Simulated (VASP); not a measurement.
Input of a VASP 6.6.1 run:

Contents of INCAR:

```
ALGO = Normal ; EDIFF = 1E-6
ENCUT = 520 ; GGA = PS
ISIF = 2 ; ISMEAR = 0
LASPH = T ; LCHARG = F
LREAL = F ; LWAVE = F
NBANDS = 31 ; NELM = 60
PREC = Accurate ; SIGMA = 0.1
```

Contents of KPOINTS:

```
k-points
0
Gamma
  12 12 6
```

File POSCAR:

```
Si2W
1.0
    3.2985745490      0.0000000000      0.0000000000
    0.0000000000      3.1777839713      0.0000000000
    0.0000000000      0.0000000000      7.7865739902
Si W
4 2
Direct
    0.0000000000      0.0000000000      0.3348015458
    0.5000000000      0.5000000000      0.1651984542
    0.5000000000      0.5000000000      0.8348015458
    0.0000000000      0.0000000000      0.6651984542
    0.0000000000      0.0000000000      0.0000000000
    0.5000000000      0.5000000000      0.5000000000
```

Potentials or basis: VASP PAW PBE potentials, release 64 (Si, W_sv).

Run with:

```bash
$ cat potpaw_PBE.64/Si/POTCAR potpaw_PBE.64/W_sv/POTCAR > POTCAR
$ mpirun -np 1 vasp_std > vasp.out
```

(1) Estimate the band gap on the k mesh.

(2) Predict the largest force.

(3) Estimate the pressure.

Results:

(1) zero (bands 22 and 23 overlap by 1.01 eV).

(2) 0.008 eV/Å.

(3) -3.3 GPa.

Caveat: the cell differs from its parent crystal (uniaxial strain along a: +3.0 %, then relaxed in part); the stress differs along the axes, from -11 to 0 GPa; the PAW data sets were made with another functional, which shifts forces and pressure a little; spin-orbit coupling is left out, which moves the levels of the heavy elements.
